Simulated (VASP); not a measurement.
Runs of VASP 6.6.1 on Ga3Sb. The structure is that of space group I4/mmm (No. 139), or close to it. The cells are those of the table. 

| cell | smearing | gap on the mesh (eV) | pressure (GPa) |
| --- | --- | --- | --- |
| a = 5.207 Å, angles 129.1, 129.1, 74.9°, 4 atoms | gaussian 0.1 eV | none | (a) |
| a = 5.316 Å, angles 129.1, 129.1, 74.9°, 4 atoms | gaussian 0.15 eV | none | 0.0 |
| a = 5.262 Å, angles 129.1, 129.1, 74.9°, 4 atoms | gaussian 0.1 eV | none | 1.5 |
| a = 5.420 Å, angles 129.1, 129.1, 74.9°, 4 atoms | gaussian 0.1 eV | none | -2.3 |

Alike in all rows: task single point; level PBE; potentials or basis VASP PAW PBE potentials, release 64 (Ga_d, Sb); no spin polarisation; k mesh 14 × 14 × 14; cutoff (eV) 520.

Question: Fill in the values left out.

Answer: (a) 3.2.

Caveats: spin-orbit coupling is left out, which moves the levels of the heavy elements; the cell stands under pressure (at least some runs).

A k mesh can miss the band edges, and the runs leave out spin-orbit coupling on Ga, Sb.

A gap of «none» marks levels without a gap at the run's occupations.
